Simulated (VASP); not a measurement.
A run of VASP 6.6.1:

The input INCAR:

```
SYSTEM = HBr
ALGO = Normal ; EDIFF = 1E-7
ENCUT = 520 ; GGA = PS
ISIF = 2 ; ISMEAR = 0
LASPH = .True. ; LCHARG = .False.
LREAL = .False. ; LWAVE = .False.
NBANDS = 11 ; NELM = 100
PREC = Accurate ; SIGMA = 0.15
```

Contents of KPOINTS:

```
k-points
0
Gamma
  16 16 16
  0 0 0
```

File POSCAR:

```
HBr
1.0
    0.0000000000      2.8200000000      3.0315000000
    2.7775000000      0.0000000000      3.0315000000
    2.7775000000      2.8200000000      0.0000000000
H Br
1 1
Direct
    0.0000000000      0.0000000000      0.0000000000
    0.5000000000      0.5000000000      0.5000000000
```

Potentials or basis: VASP PAW PBE potentials, release 64 (H, Br).

Run with:

```bash
$ cat potpaw_PBE.64/H/POTCAR potpaw_PBE.64/Br/POTCAR > POTCAR
$ mpirun -np 1 vasp_std > vasp.out
```

Hardware: 1 thread of Intel(R) Xeon(R) Platinum 8259CL CPU @ 2.50GHz (Skylake/Cascade Lake), on a shared host.

Estimate the wall time of this run.

Run time: 4 min on 1 thread of Intel(R) Xeon(R) Platinum 8259CL CPU @ 2.50GHz (Skylake/Cascade Lake), on a shared host, peak memory 0.44 GiB. Counts: scf iterations 18, k points 621.
